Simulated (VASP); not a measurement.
# H4BrN (P-43m) in VASP: further runs

H4BrN is run at these levels: LDA; tasks: single point.

Everything below comes from runs of VASP 6.6.1. Logs are shortened: lines on timing, memory, paths and dates and some standing lists are left out, and cuts for length are marked.

## Step 1: The cell of the first run

Symmetry: P-43m, No. 215, cubic system. Conventional cell: a = 3.507 Å, b = 3.507 Å, c = 3.507 Å, α = 90.00°, β = 90.00°, γ = 90.00°. H (site symmetry 3m) has 1 N at 1.04 Å within 1.4 Å. Br (site symmetry -43m) has 4 H at 1.99 Å within 2.6 Å. Within 1.4 Å of N (site symmetry -43m) lie 4 H at 1.04 Å.

## Step 2: Single point, LDA

File INCAR:

```
SYSTEM = H4BrN
  PREC = Accurate
  ENCUT = 1330
  EDIFF = 1E-6
  ISMEAR = -1
  SIGMA = 0.01
  LREAL = .False.
  LASPH = .True.
  NELM = 120
  ALGO = Normal
  ISIF = 2
  LWAVE = .False.
  LCHARG = .False.
  NBANDS = 17
  GGA_COMPAT = .False.
```

File KPOINTS:

```
Automatic mesh
0
Gamma
  4 4 4
  0 0 0
```

File POSCAR:

```
H4BrN
1.0
    3.5068020169      0.0000000000      0.0000000000
    0.0000000000      3.5068020169      0.0000000000
    0.0000000000      0.0000000000      3.5068020169
H Br N
4 1 1
Direct
    0.1719518922      0.1719518922      0.1719518922
    0.1719518922      0.8280481078      0.8280481078
    0.8280481078      0.1719518922      0.8280481078
    0.8280481078      0.8280481078      0.1719518922
    0.5000000000      0.5000000000      0.5000000000
    0.0000000000      0.0000000000      0.0000000000
```

Potentials or basis: VASP PAW LDA potentials, release 64 (H_h, Br, N_h).

Command:

```bash
$ cat potpaw_LDA.64/H_h/POTCAR potpaw_LDA.64/Br/POTCAR potpaw_LDA.64/N_h/POTCAR > POTCAR
$ mpirun -np 1 vasp_std > vasp.out
```

OUTCAR:

```text
SYSTEM = H4BrN
   PREC = Accurate
   ENCUT = 1330
   EDIFF = 1E-6
   ISMEAR = -1
   LREAL = .False.
   LASPH = .True.
   NELM = 120
   ISIF = 2

 ion  position               nearest neighbor table
   1  0.172  0.172  0.172-   6 1.04
   2  0.172  0.828  0.828-   6 1.04
   3  0.828  0.172  0.828-   6 1.04
   4  0.828  0.828  0.172-   6 1.04
   5  0.500  0.500  0.500-
   6  0.000  0.000  0.000-   1 1.04   2 1.04   3 1.04   4 1.04

  LATTYP: Found a simple cubic cell.
 ALAT       =     3.5068020169

  Lattice vectors:

 A1 = (   3.5068020169,   0.0000000000,   0.0000000000)
 A2 = (   0.0000000000,   3.5068020169,   0.0000000000)
 A3 = (   0.0000000000,   0.0000000000,   3.5068020169)

Analysis of symmetry for initial positions (statically):
=====================================================================
 Subroutine PRICEL returns:
 Original cell was already a primitive cell.

 Routine SETGRP: Setting up the symmetry group for a
 simple cubic supercell.

 Subroutine GETGRP returns: Found 24 space group operations
 (whereof 24 operations were pure point group operations)
 out of a pool of 48 trial point group operations.

The static configuration has the point symmetry T_d .

Analysis of symmetry for dynamics (positions and initial velocities):
=====================================================================
 Subroutine PRICEL returns:
 Original cell was already a primitive cell.

 Routine SETGRP: Setting up the symmetry group for a
 simple cubic supercell.

 Subroutine GETGRP returns: Found 24 space group operations
 (whereof 24 operations were pure point group operations)
 out of a pool of 48 trial point group operations.

The dynamic configuration has the point symmetry T_d .

 Subroutine INISYM returns: Found 24 space group operations
 (whereof 24 operations are pure point group operations),
 and found     1 'primitive' translations

----------------------------------------------------------------------------------------

                                     Primitive cell

  volume of cell :      43.1255

  direct lattice vectors                    reciprocal lattice vectors
     3.506802017  0.000000000  0.000000000     0.285160096  0.000000000  0.000000000
     0.000000000  3.506802017  0.000000000     0.000000000  0.285160096  0.000000000
     0.000000000  0.000000000  3.506802017     0.000000000  0.000000000  0.285160096

  length of vectors
     3.506802017  3.506802017  3.506802017     0.285160096  0.285160096  0.285160096

  position of ions in fractional coordinates (direct lattice)
     0.171951892  0.171951892  0.171951892
     0.171951892  0.828048108  0.828048108
     0.828048108  0.171951892  0.828048108
     0.828048108  0.828048108  0.171951892
     0.500000000  0.500000000  0.500000000
     0.000000000  0.000000000  0.000000000

  ion indices of the primitive-cell ions
   primitive index   ion index
                 1           1
                 2           2
                 3           3
                 4           4
                 5           5
                 6           6

----------------------------------------------------------------------------------------

 KPOINTS: Automatic mesh

Automatic generation of k-mesh.
 Grid dimensions read from file:
 generate k-points for:    4    4    4

 Generating k-lattice:

  Cartesian coordinates                     Fractional coordinates (reciprocal lattice)
     0.071290024  0.000000000  0.000000000     0.250000000  0.000000000  0.000000000
     0.000000000  0.071290024  0.000000000     0.000000000  0.250000000  0.000000000
     0.000000000  0.000000000  0.071290024     0.000000000  0.000000000  0.250000000

  Length of vectors
     0.071290024  0.071290024  0.071290024

  Shift w.r.t. Gamma in fractional coordinates (k-lattice)
     0.000000000  0.000000000  0.000000000

 Subroutine IBZKPT returns following result:
 ===========================================

 Found     10 irreducible k-points:

 Following reciprocal coordinates:
            Coordinates               Weight
  0.000000  0.000000  0.000000      1.000000
  0.250000  0.000000  0.000000      6.000000
  0.500000  0.000000  0.000000      3.000000
  0.250000  0.250000  0.000000     12.000000
  0.500000  0.250000  0.000000     12.000000
  0.500000  0.500000  0.000000      3.000000
  0.250000  0.250000  0.250000      8.000000
  0.500000  0.250000  0.250000     12.000000
  0.500000  0.500000  0.250000      6.000000
  0.500000  0.500000  0.500000      1.000000
   k-points           NKPTS =     10   k-points in BZ     NKDIM =     10   number of bands    NBANDS=     17
   number of dos      NEDOS =    301   number of ions     NIONS =      6
   total plane-waves  NPLWV =  74088
   dimension x,y,z NGX =    42 NGY =   42 NGZ =   42
   dimension x,y,z NGXF=    84 NGYF=   84 NGZF=   84
   ions per type =               4   1   1
   NGX,Y,Z   is equivalent  to a cutoff of  19.91, 19.91, 19.91 a.u.
   NGXF,Y,Z  is equivalent  to a cutoff of  39.82, 39.82, 39.82 a.u.
 SYSTEM =  H4BrN
   PREC   = accura    normal or accurate (medium, high low for compatibility)
   ISTART =      0    job   : 0-new  1-cont  2-samecut
   ICHARG =      2    charge: 1-file 2-atom 10-const
   ISPIN  =      1    spin polarized calculation?
   LNONCOLLINEAR =      F non collinear calculations
   LSORBIT =      F    spin-orbit coupling
   LASPH  =      T    aspherical Exc in radial PAW
   ENCUT  = 1330.0 eV  97.75 Ry    9.89 a.u.  10.43 10.43 10.43*2*pi/ulx,y,z
   NELM   =    120;   NELMIN=  2; NELMDL= -5     # of ELM steps
   EDIFF  = 0.1E-05   stopping-criterion for ELM
   LREAL  =      F    real-space projection
   EDIFFG = 0.1E-04   stopping-criterion for IOM
   NSW    =      0    number of steps for IOM
   IBRION =     -1    ionic relax: 0-MD 1-quasi-New 2-CG
   NFREE  =      0    steps in history (QN), initial steepest desc. (CG)
   ISIF   =      2    stress and relaxation
   ISYM   =      2    0-nonsym 1-usesym 2-fastsym
   POTIM  = 0.5000    time-step for ionic-motion
   TEBEG  =    0.0;   TEEND  =   0.0 temperature during run
   PSTRESS=    0.0 pullay stress
   NELECT =      16.0000    total number of electrons
   NUPDOWN=      -1.0000    fix difference up-down
   EMIN   =  10.00;   EMAX   =-10.00  energy-range for DOS
   EFERMI =   0.00;   METHOD = LEGACY
   ISMEAR =    -1;   SIGMA  =   0.01  broadening in eV -4-tet -1-fermi 0-gaus
   EFERMI_NEDOS =   21; number of points for ismear=-14 and -15
   IALGO  =     38    algorithm
   IMIX   =      4    mixing-type and parameters
     AMIX     =   0.40;   BMIX     =  1.00
     AMIX_MAG =   1.60;   BMIX_MAG =  1.00
  volume/ion in A,a.u.               =       7.19        48.50
  Fermi-wavevector in a.u.,A,eV,Ry     =   1.176351  2.222981 18.827763  1.383802
  Thomas-Fermi vector in A             =   2.312716
   LORBIT       =      0    0 simple, 1 ext, 2 COOP (PROOUT), +10 PAW based schemes
   GGA     = CA    functional components
   LHFCALC =     F    Hartree Fock is set to
   AEXX    =    0.0000 exact exchange contribution
   IVDW    =     0    specifies the selected vdW correction
   LEPSILON=     F    determine dielectric tensor
   LRPA    =     F    only Hartree local field effects (RPA)
 non-spin polarized calculation
  energy-cutoff  :     1330.00
  volume of cell :       43.13
 maximum number of plane-waves:      4780
 NGX is ok and might be reduce to    42
   NGX = 21   NGY = 21   NGZ = 21

 number of electron      15.9999999 magnetization

 Free energy of the ion-electron system (eV)
  ---------------------------------------------------
  ext. energy  EPLUGINS =         0.00000000
  ---------------------------------------------------
  free energy    TOTEN  =       -27.95332333 eV

  energy without entropy =      -27.95332333  energy(sigma->0) =      -27.95332333

 E-fermi :   2.9342     XC(G=0): -10.4696

 val. band max:        2.6460196542   @ k =   0.0000   0.0000   0.0000
 cond. band min:       8.3426213981   @ k =   0.5000   0.5000   0.0000
 fundamental gap:      5.6966017438
 Fermi energy:         2.9341502784

 k-point     1 :       0.0000    0.0000    0.0000
  band No.  band energies     occupation
      1     -15.5457      2.00000
      2     -10.7217      2.00000
      3      -4.5114      2.00000
      4      -4.5114      2.00000
      5      -4.5114      2.00000
      6       2.6460      2.00000
[... 9 lines left out ...]
     16      20.0234      0.00000
     17      20.7070      0.00000

 k-point     2 :       0.2500    0.0000    0.0000
  band No.  band energies     occupation
      1     -15.2491      2.00000
      2     -11.1437      2.00000
      3      -4.3940      2.00000
      4      -4.3281      2.00000
      5      -4.3281      2.00000
      6       0.8062      2.00000
[... 9 lines left out ...]
     16      18.1109      0.00000
     17      18.1109      0.00000

 k-point     3 :       0.5000    0.0000    0.0000
  band No.  band energies     occupation
      1     -14.8720      2.00000
      2     -11.6664      2.00000
      3      -4.1249      2.00000
      4      -4.1249      2.00000
      5      -4.0539      2.00000
      6      -0.6824      2.00000
[... 9 lines left out ...]
     16      16.3554      0.00000
     17      16.3554      0.00000

 k-point     4 :       0.2500    0.2500    0.0000
  band No.  band energies     occupation
      1     -15.0141      2.00000
      2     -11.2099      2.00000
      3      -5.2142      2.00000
      4      -4.3646      2.00000
      5      -3.8708      2.00000
      6       0.4842      2.00000
[... 9 lines left out ...]
     16      18.1720      0.00000
     17      18.2233      0.00000
[... 63 lines left out ...]
      1     -14.6232      2.00000
      2     -11.0639      2.00000
      3      -5.2942      2.00000
      4      -4.7469      2.00000
      5      -4.6226      2.00000
      6       0.5476      2.00000
[... 9 lines left out ...]
     16      18.6670      0.00000
     17      19.5210      0.00000

 k-point     9 :       0.5000    0.5000    0.2500
  band No.  band energies     occupation
      1     -14.5021      2.00000
      2     -10.7182      2.00000
      3      -5.4947      2.00000
      4      -5.4947      2.00000
      5      -4.3947      2.00000
      6       0.5261      2.00000
[... 9 lines left out ...]
     16      19.5044      0.00000
     17      22.1045      0.00000

 k-point    10 :       0.5000    0.5000    0.5000
  band No.  band energies     occupation
      1     -14.4065      2.00000
      2     -10.4273      2.00000
      3      -5.0733      2.00000
      4      -5.0733      2.00000
      5      -5.0733      2.00000
      6      -0.4021      2.00000
[... 9 lines left out ...]
     16      22.4950      0.00000
     17      22.4950      0.00000

------------------------ aborting loop because EDIFF is reached ----------------------------------------

  FORCE on cell =-STRESS in cart. coord.  units (eV):
  Direction    XX          YY          ZZ          XY          YZ          ZX
  --------------------------------------------------------------------------------------
  -------------------------------------------------------------------------------------
  Total        5.4618486      5.4618486      5.4618486      0.0000000      0.0000000      0.0000000
  in kB      202.9160958    202.9160958    202.9160958      0.0000000      0.0000000      0.0000000
  external PRESSURE =     202.9160958 kB  Pullay stress =       0.0000000 kB

 VOLUME and BASIS-vectors are now :
 -----------------------------------------------------------------------------
  energy-cutoff  :     1330.00
  volume of cell :       43.13
      direct lattice vectors                 reciprocal lattice vectors
     3.506802017  0.000000000  0.000000000     0.285160096  0.000000000  0.000000000
     0.000000000  3.506802017  0.000000000     0.000000000  0.285160096  0.000000000
     0.000000000  0.000000000  3.506802017     0.000000000  0.000000000  0.285160096

 POSITION                                       TOTAL-FORCE (eV/Angst)
 -----------------------------------------------------------------------------------
      0.60300      0.60300      0.60300         0.032386      0.032386      0.032386
      0.60300      2.90380      2.90380         0.032386     -0.032386     -0.032386
      2.90380      0.60300      2.90380        -0.032386      0.032386     -0.032386
      2.90380      2.90380      0.60300        -0.032386     -0.032386      0.032386
      1.75340      1.75340      1.75340         0.000000      0.000000     -0.000000
      0.00000      0.00000      0.00000         0.000000      0.000000     -0.000000
 -----------------------------------------------------------------------------------
    total drift:                               -0.000000     -0.000000      0.000000

  FREE ENERGIE OF THE ION-ELECTRON SYSTEM (eV)
  ---------------------------------------------------
  free  energy   TOTEN  =       -27.9533233336 eV

  energy  without entropy=      -27.9533233336  energy(sigma->0) =      -27.95332333
```

Run time: 14 s. Hardware: 1 thread of AMD EPYC 9R45 (Zen 5), shared host; peak memory 0.2 GiB.

What came out:

```yaml
Free_energy: -27.9533 eV
Pressure: 20.3 GPa
Largest_force: 0.056 eV/Å
Band_gap_on_the_k_mesh: 5.70 eV (least direct gap 5.89 eV)
```

Forces in eV/Å, atoms in the order of the input:
```
H    0.032  0.032  0.032
H    0.032 -0.032 -0.032
H   -0.032  0.032 -0.032
H   -0.032 -0.032  0.032
Br   0.000  0.000  0.000
N    0.000  0.000  0.000
```

Levels at points of the mesh, in eV from the valence-band top:
| k point | band 5 | band 6 | band 7 | band 8 | band 9 | band 10 | band 11 | band 12 |
| --- | --- | --- | --- | --- | --- | --- | --- | --- |
| (0.00, 0.00, 0.00) | -7.16 | 0.00 | 0.00 | 0.00 | 5.89 | 5.89 | 6.10 | 10.62 |
| (0.50, 0.00, 0.00) | -6.70 | -3.33 | -0.76 | -0.76 | 8.35 | 8.88 | 9.48 | 10.69 |
| (0.50, 0.50, 0.00) | -6.33 | -1.20 | -1.20 | -0.40 | 5.70 | 6.80 | 7.81 | 7.81 |
| (0.50, 0.50, 0.50) | -7.72 | -3.05 | -3.05 | -3.05 | 8.89 | 8.89 | 8.89 | 12.90 |

Caveat: the k points lie up to 0.45 Å⁻¹ apart.

(Continued in part 2 of 2.)
